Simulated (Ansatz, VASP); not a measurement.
## Two plane-wave programs on HgTe

```xyz
4
Lattice="4.8195 0.0000 0.0000 -2.4098 4.1738 0.0000 0.0000 0.0000 7.1962" Properties=species:S:1:pos:R:3 pbc="T T T"
Hg    0.0000    2.7825    1.7991
Hg    2.4098    1.3913    5.3972
Te    2.4098    1.3913    1.7991
Te    0.0000    2.7825    5.3972
```

Alike in both runs: task single point; functional r2SCAN; k mesh 6 × 6 × 4; occupations fermi-dirac, width 0.02 eV; no spin polarisation.

```csv
,VASP,Ansatz
version,VASP 6.6.1,Ansatz 0.2.0
potentials or method,"VASP PAW PBE potentials, release 64 (Hg, Te)","plane waves, PAW"
plane-wave cutoff (eV),520,500
valence electrons in the cell,36,72
```

Ansatz gave:

| Quantity | Value |
| --- | --- |
| pressure (GPa) | 0.0 |
| traceless stress, the component that is largest in VASP (GPa) | -0.01 |

**Question.** Estimate VASP's values.

**Answer.** Pressure (GPa): 0.1; traceless stress, the component that is largest in VASP (GPa): -0.07.

VASP's potentials were made for PBE, not for r2SCAN. VASP's potentials hold 36 valence electrons a cell and Ansatz's 72, so a difference there can come from the potentials and not from the codes.

Neither program's run includes spin-orbit coupling.
